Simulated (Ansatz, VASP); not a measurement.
One calculation of Zn, two programs

The input INCAR:

```
SYSTEM = Zn
ALGO = Fast ; EDIFF = 1E-7
ENCUT = 520 ; GGA = PS
ISIF = 2 ; ISMEAR = 0
LASPH = .True. ; LCHARG = .False.
LREAL = .False. ; LWAVE = .False.
NBANDS = 12 ; NELM = 60
PREC = Accurate ; SIGMA = 0.15
```

Contents of KPOINTS:

```
k-points
0
Gamma
  20 20 20
  0 0 0
```

Contents of POSCAR:

```
Zn
1.0
   -1.4841722663      1.5300745013      1.5912774814
    1.4841722663     -1.5300745013      1.5912774814
    1.4841722663      1.5300745013     -1.5912774814
Zn
1
Direct
    0.0000000000      0.0000000000      0.0000000000
```

Input for Ansatz:

```yaml
crystal:
  lattice:
    - [-1.4841722663, 1.5300745013, 1.5912774814]
    - [1.4841722663, -1.5300745013, 1.5912774814]
    - [1.4841722663, 1.5300745013, -1.5912774814]
  atoms:
    - { symbol: Zn, position: [0.0, 0.0, 0.0] }
basis:
  ecutwfc: 520.0
kpoints:
  mp_grid: { grid: [20, 20, 20] }
hamiltonian:
  xc: pbesol
scf:
  occupations: { method: gaussian, width: 0.15 }
output:
  forces: true
  stress: true
  eigenvalues: true
```

Change from the starting cell: normal strain along x -0.0300, normal strain along z +0.0400.

Alike in both runs: task single point; functional PBEsol; k mesh 20 × 20 × 20; occupations gaussian, width 0.15 eV; no spin polarisation.

```csv
,VASP,Ansatz
version,VASP 6.6.1,Ansatz 0.2.0
potentials or method,"VASP PAW PBE potentials, release 64 (Zn), cutoff 520 eV","scalar-relativistic, plane waves, PAW"
valence electrons in the cell,12,12
```

VASP gave:

| Item | Value |
| --- | --- |
| gap on the k mesh at the Fermi level (eV) | none |
| pressure (GPa) | -0.5 |
| traceless stress, the component that is largest in VASP (GPa) | -1.80 |

Task: What did Ansatz give for the same quantities?

Result: gap on the k mesh at the Fermi level (eV): none; pressure (GPa): -0.9; traceless stress, the component that is largest in VASP (GPa): -1.81.

VASP's potentials were made for PBE, not for PBEsol. A gap of «none» marks a metal or a gap that the smearing closes. With one functional, cell and mesh, what is left measures potentials, basis and numerics.
